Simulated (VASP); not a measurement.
# Te (P3_121) in VASP: dielectric tensor with PBE

Aim: the dielectric tensor of Te with PBE.

Program: VASP 6.6.1. These are calculated values, not measurements. Logs are shortened: lines on timing, memory, paths and dates and some standing lists are left out, and cuts for length are marked.

## (1) The cell of the first run

It takes space group P3_121 (No. 152, trigonal). Conventional cell: a = 4.471 Å, b = 4.471 Å, c = 5.949 Å, α = 90.00°, β = 90.00°, γ = 120.00°. Te (site symmetry 2) has 6 Te at 2.85 to 3.50 Å within 3.8 Å.

## (2) Dielectric tensor, PBE

File INCAR:

```
SYSTEM = Te
ALGO = Normal
EDIFF = 1E-8
ENCUT = 520
GGA = PE
ISIF = 2
ISMEAR = 0
LASPH = .TRUE.
LCHARG = .FALSE.
LEPSILON = .TRUE.
LREAL = .FALSE.
LWAVE = .FALSE.
NELM = 100
PREC = Accurate
SIGMA = 0.01
```

File KPOINTS:

```
k-points
0
G
  6 6 4
  0 0 0
```

File POSCAR:

```
Te
1.0
    4.4712579917      0.0000000000      0.0000000000
   -2.2356289959      3.8722230077      0.0000000000
    0.0000000000      0.0000000000      5.9487466911
Te
3
Direct
    0.2641920560      0.0000000000      0.3333333333
    0.0000000000      0.2641920560      0.6666666667
    0.7358079440      0.7358079440      0.0000000000
```

Potentials or basis: VASP PAW PBE potentials, release 64 (Te).

The run is started by

```console
$ cat potpaw_PBE.64/Te/POTCAR > POTCAR
$ mpirun -np 1 vasp_std > vasp.out
```

OUTCAR:

```text
SYSTEM = Te
   EDIFF = 1E-8
   ENCUT = 520
   GGA = PE
   ISIF = 2
   ISMEAR = 0
   LASPH = .TRUE.
   LEPSILON = .TRUE.
   LREAL = .FALSE.
   NELM = 100
   PREC = Accurate

 ion  position               nearest neighbor table
   1  0.264  0.000  0.333-   3 2.85   2 2.85   3 3.50   3 3.50   2 3.50   2 3.50
   2  0.000  0.264  0.667-   3 2.85   1 2.85   3 3.50   3 3.50   1 3.50   1 3.50
   3  0.736  0.736  0.000-   1 2.85   2 2.85   2 3.50   1 3.50   1 3.50   2 3.50

  LATTYP: Found a hexagonal cell.
 ALAT       =     4.4712579917
 C/A-ratio  =     1.3304413886

  Lattice vectors:

 A1 = (   4.4712579917,   0.0000000000,   0.0000000000)
 A2 = (  -2.2356289959,   3.8722230077,   0.0000000000)
 A3 = (   0.0000000000,   0.0000000000,   5.9487466911)

Analysis of symmetry for initial positions (statically):
=====================================================================
 Subroutine PRICEL returns:
 Original cell was already a primitive cell.

 Routine SETGRP: Setting up the symmetry group for a
 hexagonal supercell.

 Subroutine GETGRP returns: Found  6 space group operations
 (whereof  2 operations were pure point group operations)
 out of a pool of 24 trial point group operations.

The static configuration has the point symmetry C_2 .
 The point group associated with its full space group is D_3 .

Analysis of symmetry for dynamics (positions and initial velocities):
=====================================================================
 Subroutine PRICEL returns:
 Original cell was already a primitive cell.

 Routine SETGRP: Setting up the symmetry group for a
 hexagonal supercell.

 Subroutine GETGRP returns: Found  6 space group operations
 (whereof  2 operations were pure point group operations)
 out of a pool of 24 trial point group operations.

The dynamic configuration has the point symmetry C_2 .
 The point group associated with its full space group is D_3 .

 Subroutine INISYM returns: Found  6 space group operations
 (whereof  2 operations are pure point group operations),
 and found     1 'primitive' translations

----------------------------------------------------------------------------------------

                                     Primitive cell

  volume of cell :     102.9949

  direct lattice vectors                    reciprocal lattice vectors
     4.471257992  0.000000000  0.000000000     0.223650705  0.129124794  0.000000000
    -2.235628996  3.872223008  0.000000000     0.000000000  0.258249589  0.000000000
     0.000000000  0.000000000  5.948746691     0.000000000  0.000000000  0.168102636

  length of vectors
     4.471257992  4.471257992  5.948746691     0.258249589  0.258249589  0.168102636

  position of ions in fractional coordinates (direct lattice)
     0.264192056  0.000000000  0.333333333
     0.000000000  0.264192056  0.666666667
     0.735807944  0.735807944  0.000000000

  ion indices of the primitive-cell ions
   primitive index   ion index
                 1           1
                 2           2
                 3           3

----------------------------------------------------------------------------------------

 KPOINTS: k-points

Automatic generation of k-mesh.
 Grid dimensions read from file:
 generate k-points for:    6    6    4

 Generating k-lattice:

  Cartesian coordinates                     Fractional coordinates (reciprocal lattice)
     0.037275117  0.021520799  0.000000000     0.166666667 -0.000000000  0.000000000
     0.000000000  0.043041598  0.000000000     0.000000000  0.166666667  0.000000000
     0.000000000  0.000000000  0.042025659     0.000000000  0.000000000  0.250000000

  Length of vectors
     0.043041598  0.043041598  0.042025659

[... 88 lines left out ...]
 NGX is ok and might be reduce to    36
   NGX = 17   NGY = 17   NGZ = 23

--------------------------------------- Ionic step        1  -------------------------------------------

 number of electron      17.9999997 magnetization

 E-fermi :   5.8778     XC(G=0):  -9.0114

 val. band max:        5.7849593336   @ k =   0.3333   0.3333   0.5000
 cond. band min:       5.9466103233   @ k =   0.3333   0.3333   0.5000
 fundamental gap:      0.1616509897
 Fermi energy:         5.8777966768

 k-point     1 :       0.0000    0.0000    0.0000
  band No.  band energies     occupation
      1      -7.7748      2.00000
      2      -4.4947      2.00000
      3      -4.4947      2.00000
      4       2.7554      2.00000
      5       3.0279      2.00000
      6       3.0279      2.00000
      7       4.1650      2.00000
      8       4.1650      2.00000
      9       5.0515      2.00000
     10       6.8144      0.00000
     11       6.8144      0.00000
     12       7.4472      0.00000
     13      10.7609      0.00000
[... 354 lines left out ...]
  band No.  band energies     occupation
      1      -6.0150      2.00000
      2      -6.0150      2.00000
      3      -4.1793      2.00000
      4       0.6694      2.00000
      5       0.8792      2.00000
      6       0.8792      2.00000
      7       4.7754      2.00000
      8       5.7850      2.00000
      9       5.7850      2.00000
     10       5.9466      0.00000
     11       7.2248      0.00000
     12       7.2248      0.00000
     13      11.6699      0.00000

  FORCE on cell =-STRESS in cart. coord.  units (eV):
  Direction    XX          YY          ZZ          XY          YZ          ZX
  --------------------------------------------------------------------------------------
  -------------------------------------------------------------------------------------
  Total        0.8561396      0.8561396      1.0175304     -0.0000000      0.0000000      0.0000000
  in kB       13.3180177     13.3180177     15.8285972     -0.0000000      0.0000000      0.0000000
  external PRESSURE =      14.1548775 kB  Pullay stress =       0.0000000 kB

 VOLUME and BASIS-vectors are now :
 -----------------------------------------------------------------------------
  energy-cutoff  :      520.00
  volume of cell :      102.99
      direct lattice vectors                 reciprocal lattice vectors
     4.471257992  0.000000000  0.000000000     0.223650705  0.129124794  0.000000000
    -2.235628996  3.872223008  0.000000000     0.000000000  0.258249589  0.000000000
     0.000000000  0.000000000  5.948746691     0.000000000  0.000000000  0.168102636

 POSITION                                       TOTAL-FORCE (eV/Angst)
 -----------------------------------------------------------------------------------
      1.18127      0.00000      1.98292         0.228773      0.000000      0.000000
     -0.59064      1.02301      3.96583        -0.114386      0.198123      0.000000
      1.64499      2.84921      0.00000        -0.114386     -0.198123      0.000000
 -----------------------------------------------------------------------------------
    total drift:                                0.000000     -0.000000      0.000000

  FREE ENERGIE OF THE ION-ELECTRON SYSTEM (eV)
  ---------------------------------------------------
  free  energy   TOTEN  =        -9.4110901744 eV

  energy  without entropy=       -9.4110901744  energy(sigma->0) =       -9.41109017

 HEAD OF MICROSCOPIC STATIC DIELECTRIC TENSOR (INDEPENDENT PARTICLE, excluding Hartree and local field effects)
 ------------------------------------------------------
         480.323717    -0.000000     0.000000
          -0.000000   480.323717     0.000000
           0.000000     0.000000    54.003409
 ------------------------------------------------------

 Free energy of the ion-electron system (eV)
  ---------------------------------------------------
  ---------------------------------------------------
  free energy    TOTEN  =      -135.53588858 eV

  energy without entropy =     -135.53588858

------------------------ aborting loop because EDIFF is reached ----------------------------------------

--------------------------------------- Ionic step        2  -------------------------------------------

------------------------ aborting loop because EDIFF is reached ----------------------------------------

--------------------------------------- Ionic step        3  -------------------------------------------

 Free energy of the ion-electron system (eV)
  ---------------------------------------------------
  ---------------------------------------------------
  free energy    TOTEN  =       -15.37877283 eV

  energy without entropy =      -15.37877283

------------------------ aborting loop because EDIFF is reached ----------------------------------------

 PIEZOELECTRIC TENSOR FIELD DIRECTION 3  (e Angst)
 -----------------------------------------------------------------------------
     0.00371  0.00000  0.00000           ( -0.00001  0.00000  0.00000)
    -0.00000  0.00371  0.00000           (  0.00000 -0.00001  0.00000)
     0.00000  0.00000  0.02006           (  0.00000  0.00000 -0.00001)

 PIEZOELECTRIC TENSOR FIELD DIRECTION 3  (C/m^2)
 -----------------------------------------------------------------------------
     0.00058  0.00000  0.00000
    -0.00000  0.00058  0.00000
     0.00000  0.00000  0.00312

 MACROSCOPIC STATIC DIELECTRIC TENSOR (including local field effects in DFT)
 ------------------------------------------------------
         465.103569    -0.000000     0.000000
          -0.000000   465.103569     0.000000
          -0.000000     0.000000    52.213782
 ------------------------------------------------------

 PIEZOELECTRIC TENSOR (including local field effects)  for field in x, y, z        (e  Angst)
          XX          YY          ZZ          XY          YZ          ZX
  --------------------------------------------------------------------------------
  x   -10.70723    10.70723     0.00000    -0.00000     9.45090     0.00000
  y    -0.00000     0.00000     0.00000    10.70723     0.00000    -9.45136
  z     0.00000     0.00000     0.00000    -0.00000     0.00000     0.00000

 PIEZOELECTRIC TENSOR (including local field effects)  for field in x, y, z        (C/m^2)
          XX          YY          ZZ          XY          YZ          ZX
  --------------------------------------------------------------------------------
  x    -1.66560     1.66560     0.00000    -0.00000     1.47017     0.00000
  y    -0.00000     0.00000     0.00000     1.66560     0.00000    -1.47024
  z     0.00000     0.00000     0.00000    -0.00000     0.00000     0.00000

 BORN EFFECTIVE CHARGES (including local field effects) (in |e|, cummulative output)
 ---------------------------------------------------------------------------------
 ion    1
    1     2.56858     0.00000    -0.00000
    2     0.00000    -2.56858     3.08025
    3    -0.00000     2.60632     0.00000
 ion    2
    1    -1.28429    -2.22445    -2.66757
    2    -2.22445     1.28429    -1.54012
    3    -2.25714    -1.30316     0.00000
 ion    3
    1    -1.28429     2.22445     2.66757
    2     2.22445     1.28429    -1.54012
    3     2.25714    -1.30316     0.00000
```

It took 4.1 min on 1 thread of Intel Xeon 6975P-C (Granite Rapids), shared host; peak memory 0.41 GiB.

What came out:

```yaml
Band_gap_on_the_k_mesh: 0.16 eV, direct
Electronic_dielectric_tensor_diagonal: 465.10, 465.10, 52.21
Born_charges_mean_of_the_diagonal: Te +0.00 e
```

Electronic dielectric tensor:
```
465.10   0.00   0.00
  0.00 465.10   0.00
  0.00   0.00  52.21
```

Born effective charge tensors (e):
atom 1, Te
```
 2.57  0.00  0.00
 0.00 -2.57  3.08
 0.00  2.61  0.00
```
atom 2, Te
```
-1.28 -2.22 -2.67
-2.22  1.28 -1.54
-2.26 -1.30  0.00
```
atom 3, Te
```
-1.28  2.22  2.67
 2.22  1.28 -1.54
 2.26 -1.30  0.00
```

Caveat: the gap is small at this level, which inflates the dielectric constant; spin-orbit coupling is left out, which moves the levels of the heavy elements. A k mesh can miss the band edges.
